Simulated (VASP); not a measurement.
# Hf4Cl3 (Pm-3m) in VASP: relaxation of cell and atoms with PBE

Aim: the relaxation of cell and atoms of Hf4Cl3 with PBE.

Program: VASP 6.6.1. These are calculated values, not measurements. Logs are shortened: lines on timing, memory, paths and dates and some standing lists are left out, and cuts for length are marked.

## (1) The cell of the first run

The structure is cubic, space group Pm-3m (No. 221). Conventional cell: a = 5.732 Å, b = 5.732 Å, c = 5.732 Å, α = 90.00°, β = 90.00°, γ = 90.00°. Hf (site symmetry 4/mmm) has 4 Cl at 2.87 Å within 3.8 Å. Within 3.8 Å of Hf (site symmetry m-3m) lie 6 Cl at 2.87 Å. Within 3.8 Å of Cl (site symmetry 4/mmm) lie 6 Hf at 2.87 Å.

The cell was built from a structure type or drawn by symmetry, and may not be a known phase.

## (2) Relaxation of cell and atoms, PBE

File INCAR:

```
ALGO = Normal ; EDIFF = 1E-7
EDIFFG = -0.08 ; ENCUT = 500
GGA = PE ; GGA_COMPAT = False
IBRION = 2 ; ISIF = 3
ISMEAR = 0 ; LASPH = True
LCHARG = False ; LREAL = False
LWAVE = False ; NELM = 120
NELMIN = 4 ; NSW = 36
PREC = Accurate ; SIGMA = 0.2
```

File KPOINTS:

```
k-points
0
Gamma
  3 3 3
```

File POSCAR:

```
Hf4Cl3
1.0
    5.7317271100      0.0000000000      0.0000000000
    0.0000000000      5.7317271100      0.0000000000
    0.0000000000      0.0000000000      5.7317271100
Hf Cl
4 3
Direct
    0.5000000000      0.0000000000      0.0000000000
    0.0000000000      0.5000000000      0.0000000000
    0.0000000000      0.0000000000      0.5000000000
    0.5000000000      0.5000000000      0.5000000000
    0.0000000000      0.5000000000      0.5000000000
    0.5000000000      0.0000000000      0.5000000000
    0.5000000000      0.5000000000      0.0000000000
```

Potentials or basis: VASP PAW PBE potentials, release 64 (Hf_pv, Cl).

Launch:

```console
cat potpaw_PBE.64/Hf_pv/POTCAR potpaw_PBE.64/Cl/POTCAR > POTCAR
mpirun -np 1 vasp_std > vasp.out
```

OUTCAR:

```text
EDIFF = 1E-7
   EDIFFG = -0.08
   ENCUT = 500
   GGA = PE
   IBRION = 2
   ISIF = 3
   ISMEAR = 0
   LASPH = True
   LREAL = False
   NELM = 120
   NELMIN = 4
   NSW = 36
   PREC = Accurate

 ion  position               nearest neighbor table
   1  0.500  0.000  0.000-   6 2.87   7 2.87   6 2.87   7 2.87
   2  0.000  0.500  0.000-   5 2.87   7 2.87   5 2.87   7 2.87
   3  0.000  0.000  0.500-   5 2.87   6 2.87   5 2.87   6 2.87
   4  0.500  0.500  0.500-   5 2.87   6 2.87   7 2.87   7 2.87   6 2.87   5 2.87
   5  0.000  0.500  0.500-   2 2.87   3 2.87   4 2.87   2 2.87   3 2.87   4 2.87
   6  0.500  0.000  0.500-   1 2.87   3 2.87   4 2.87   1 2.87   4 2.87   3 2.87
   7  0.500  0.500  0.000-   1 2.87   2 2.87   4 2.87   4 2.87   1 2.87   2 2.87

  LATTYP: Found a simple cubic cell.
 ALAT       =     5.7317271100

  Lattice vectors:

 A1 = (   5.7317271100,   0.0000000000,   0.0000000000)
 A2 = (   0.0000000000,   5.7317271100,   0.0000000000)
 A3 = (   0.0000000000,   0.0000000000,   5.7317271100)

Analysis of symmetry for initial positions (statically):
=====================================================================
 Subroutine PRICEL returns:
 Original cell was already a primitive cell.

 Routine SETGRP: Setting up the symmetry group for a
 simple cubic supercell.

 Subroutine GETGRP returns: Found 48 space group operations
 (whereof 48 operations were pure point group operations)
 out of a pool of 48 trial point group operations.

The static configuration has the point symmetry O_h .

Analysis of symmetry for dynamics (positions and initial velocities):
=====================================================================
 Subroutine PRICEL returns:
 Original cell was already a primitive cell.

 Routine SETGRP: Setting up the symmetry group for a
 simple cubic supercell.

 Subroutine GETGRP returns: Found 48 space group operations
 (whereof 48 operations were pure point group operations)
 out of a pool of 48 trial point group operations.

The dynamic configuration has the point symmetry O_h .

 Subroutine INISYM returns: Found 48 space group operations
 (whereof 48 operations are pure point group operations),
 and found     1 'primitive' translations

[... 312 lines left out ...]
      direct lattice vectors                 reciprocal lattice vectors
     5.731727110  0.000000000  0.000000000     0.174467483  0.000000000  0.000000000
     0.000000000  5.731727110  0.000000000     0.000000000  0.174467483  0.000000000
     0.000000000  0.000000000  5.731727110     0.000000000  0.000000000  0.174467483

 POSITION                                       TOTAL-FORCE (eV/Angst)
 -----------------------------------------------------------------------------------
      2.86586      0.00000      0.00000         0.000000      0.000000      0.000000
      0.00000      2.86586      0.00000         0.000000      0.000000      0.000000
      0.00000      0.00000      2.86586         0.000000      0.000000      0.000000
      2.86586      2.86586      2.86586         0.000000      0.000000      0.000000
      0.00000      2.86586      2.86586         0.000000      0.000000      0.000000
      2.86586      0.00000      2.86586         0.000000      0.000000      0.000000
      2.86586      2.86586      0.00000         0.000000      0.000000      0.000000
 -----------------------------------------------------------------------------------
    total drift:                                0.000000      0.000000     -0.000000

  FREE ENERGIE OF THE ION-ELECTRON SYSTEM (eV)
  ---------------------------------------------------
  free  energy   TOTEN  =       -40.9045360351 eV

  energy  without entropy=      -40.7142871585  energy(sigma->0) =      -40.80941160

--------------------------------------- Ionic step        2  -------------------------------------------

 number of electron      61.0000017 magnetization

 Free energy of the ion-electron system (eV)
  ---------------------------------------------------
  ext. energy  EPLUGINS =         0.00000000
  ---------------------------------------------------
  free energy    TOTEN  =       -44.17617390 eV

  energy without entropy =      -43.98295538  energy(sigma->0) =      -44.07956464

 E-fermi :   7.3701     XC(G=0): -11.2640

 val. band max:        7.2757581400   @ k =   0.3333   0.3333   0.3333
 cond. band min:       7.3888335305   @ k =   0.3333   0.0000   0.0000
 fundamental gap:      0.1130753905
 Fermi energy:         7.3700712111

 k-point     1 :       0.0000    0.0000    0.0000
  band No.  band energies     occupation
      1     -24.6154      2.00000
      2     -24.6154      2.00000
      3     -24.6154      2.00000
      4     -24.4240      2.00000
      5     -24.4240      2.00000
      6     -24.4240      2.00000
[... 145 lines left out ...]
     35       9.4707      0.00000
     36       9.4707      0.00000

------------------------ aborting loop because EDIFF is reached ----------------------------------------

  FORCE on cell =-STRESS in cart. coord.  units (eV):
  Direction    XX          YY          ZZ          XY          YZ          ZX
  --------------------------------------------------------------------------------------
  -------------------------------------------------------------------------------------
  Total        0.2184956      0.2184956      0.2184956      0.0000000      0.0000000      0.0000000
  in kB        2.6435890      2.6435890      2.6435890      0.0000000      0.0000000      0.0000000
  external PRESSURE =       2.6435890 kB  Pullay stress =       0.0000000 kB

 VOLUME and BASIS-vectors are now :
 -----------------------------------------------------------------------------
  energy-cutoff  :      500.00
  volume of cell :      132.42
      direct lattice vectors                 reciprocal lattice vectors
     5.097060768  0.000000000 -0.000000000     0.196191500 -0.000000000  0.000000000
     0.000000000  5.097060768  0.000000000    -0.000000000  0.196191500 -0.000000000
    -0.000000000  0.000000000  5.097060768     0.000000000 -0.000000000  0.196191500

 POSITION                                       TOTAL-FORCE (eV/Angst)
 -----------------------------------------------------------------------------------
      2.54853      0.00000     -0.00000         0.000000     -0.000000      0.000000
      0.00000      2.54853      0.00000         0.000000     -0.000000      0.000000
     -0.00000      0.00000      2.54853        -0.000000      0.000000      0.000000
      2.54853      2.54853      2.54853        -0.000000      0.000000      0.000000
     -0.00000      2.54853      2.54853        -0.000000      0.000000      0.000000
      2.54853      0.00000      2.54853        -0.000000      0.000000      0.000000
      2.54853      2.54853      0.00000         0.000000     -0.000000      0.000000
 -----------------------------------------------------------------------------------
    total drift:                                0.000000      0.000000     -0.000000

  FREE ENERGIE OF THE ION-ELECTRON SYSTEM (eV)
  ---------------------------------------------------
  free  energy   TOTEN  =       -44.1761739043 eV

  energy  without entropy=      -43.9829553829  energy(sigma->0) =      -44.07956464

 reached required accuracy - stopping structural energy minimisation
```

OSZICAR:

```text
N       E                     dE             d eps       ncg     rms          rms(c)
DAV:   1     0.344260126194E+03    0.34426E+03   -0.30497E+04   304   0.147E+03
DAV:   2    -0.114498424711E+02   -0.35571E+03   -0.34728E+03   376   0.351E+02
DAV:   3    -0.426710762329E+02   -0.31221E+02   -0.30330E+02   384   0.680E+01
[... 24 lines left out ...]
DAV:  10    -0.441761783602E+02    0.10073E-04   -0.10951E-04   368   0.507E-02    0.353E-02
DAV:  11    -0.441761755338E+02    0.28265E-05   -0.60652E-05   368   0.315E-02    0.196E-02
DAV:  12    -0.441761745520E+02    0.98176E-06   -0.50487E-06   344   0.101E-02    0.981E-03
DAV:  13    -0.441761739010E+02    0.65099E-06   -0.17383E-06   352   0.558E-03    0.260E-03
DAV:  14    -0.441761739043E+02   -0.33033E-08   -0.25207E-07   248   0.228E-03
   2 F= -.44176174E+02 E0= -.44079565E+02  d E =-.327164E+01
```

Run time: 42 s. Hardware: 1 thread of Intel Xeon 6975P-C (Granite Rapids), shared host; peak memory 0.26 GiB.

What came out:

```
Free energy                           : -44.1762 eV
Relaxed volume                        : 18.92 Å³/atom
Relaxed cell                          : a = 5.097 Å, b = 5.097 Å, c = 5.097 Å, α = 90.00°, β = 90.00°, γ = 90.00°
Space group after relaxing (to 0.1 Å) : Pm-3m (No. 221)
Energy gained by relaxing             : 467.4 meV/atom
Ionic steps                           : 2
Pressure after relaxing               : 0.3 GPa
Band gap on the k mesh                : zero (an odd number of electrons rules out a gap without spin polarisation)
```

Step by step:
```csv
step,energy change (eV),largest force (eV/Å),pressure (GPa),volume (Å³)
1,0.0000,0.0000,-13.67,188.30
2,-3.2716,0.0000,0.26,132.42
```

Final structure:
```yaml
crystal:
  lattice:
    - [5.09706, 0.00000, 0.00000]
    - [0.00000, 5.09706, 0.00000]
    - [0.00000, 0.00000, 5.09706]
  atoms:
    - { symbol: Hf, position: [0.50000, 0.00000, 0.00000] }
    - { symbol: Hf, position: [0.00000, 0.50000, 0.00000] }
    - { symbol: Hf, position: [0.00000, 0.00000, 0.50000] }
    - { symbol: Hf, position: [0.50000, 0.50000, 0.50000] }
    - { symbol: Cl, position: [0.00000, 0.50000, 0.50000] }
    - { symbol: Cl, position: [0.50000, 0.00000, 0.50000] }
    - { symbol: Cl, position: [0.50000, 0.50000, 0.00000] }
```

Levels at points of the mesh, in eV from the Fermi level:
| k point | band 26 | band 27 | band 28 | band 29 | band 30 | band 31 | band 32 | band 33 | band 34 | band 35 |
| --- | --- | --- | --- | --- | --- | --- | --- | --- | --- | --- |
| (0.00, 0.00, 0.00) | -3.47 | -3.47 | -3.47 | -0.76 | -0.76 | -0.76 | -0.41 | -0.41 | 0.19 | 0.97 |

Caveat: the k points lie up to 0.41 Å⁻¹ apart in the final cell, too coarse for converged energies and pressures of a metal; the volume moved by over 15 % at a fixed basis, so the end points are rough; spin-orbit coupling is left out, which moves the levels of the heavy elements; an odd number of electrons without spin polarisation forces a metal; a magnetic or distorted state may lie lower.
